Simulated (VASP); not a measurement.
Write the native input for VASP 6.6.1 that does the following.

```yaml
Task: single point
Functional: PBEsol
Potentials_or_basis: VASP PAW PBE potentials, release 64 (Cd_sv_GW, S)
Cutoff: 630 eV
k_mesh: 9 × 9 × 4
Occupations: gaussian, width 0.01 eV
Spin: no spin polarisation
Dipole_correction: no
Further_INCAR_settings: ALGO = Normal; EDIFF = 1e-06; NBANDS = 34
```

The structure of CdS lies in POSCAR:

```
CdS
1.0
    4.1245340297      0.0000000000      0.0000000000
   -2.0622670149      3.5719512485      0.0000000000
    0.0000000000      0.0000000000      6.7092066191
Cd S
2 2
Direct
    0.3333333333      0.6666666667     -0.0183249526
    0.6666666667      0.3333333333      0.4816750474
    0.3333333333      0.6666666667      0.3953249526
    0.6666666667      0.3333333333      0.8953249526
```

This cell differs from its parent crystal: atoms moved along the polar distortion.

The input as run:

INCAR

```
SYSTEM = CdS
PREC = Accurate
ENCUT = 630
EDIFF = 1E-6
ISMEAR = 0
SIGMA = 0.01
LREAL = .FALSE.
LASPH = .TRUE.
NELM = 120
ALGO = Normal
ISIF = 2
LWAVE = .FALSE.
LCHARG = .FALSE.
GGA = PS
NBANDS = 34
GGA_COMPAT = .FALSE.
```

KPOINTS

```
Automatic mesh
0
G
  9 9 4
  0 0 0
```

Potentials or basis: VASP PAW PBE potentials, release 64 (Cd_sv_GW, S).

Run with:

```sh
$ cat potpaw_PBE.64/Cd_sv_GW/POTCAR potpaw_PBE.64/S/POTCAR > POTCAR
$ mpirun -np 1 vasp_std > vasp.out
```

It gave:

```
Pressure               : 1.0 GPa
Largest force          : 0.645 eV/Å
Band gap on the k mesh : 1.21 eV
```

Caveat: the cell differs from its parent crystal (atoms moved along the polar distortion); the stress differs along the axes, from -3 to 3 GPa; the PAW data sets were made with another functional, which shifts forces and pressure a little.

It took 2.6 min on 1 thread of Intel(R) Xeon(R) Platinum 8488C (Sapphire Rapids), with other jobs on the host, peak memory 0.34 GiB.
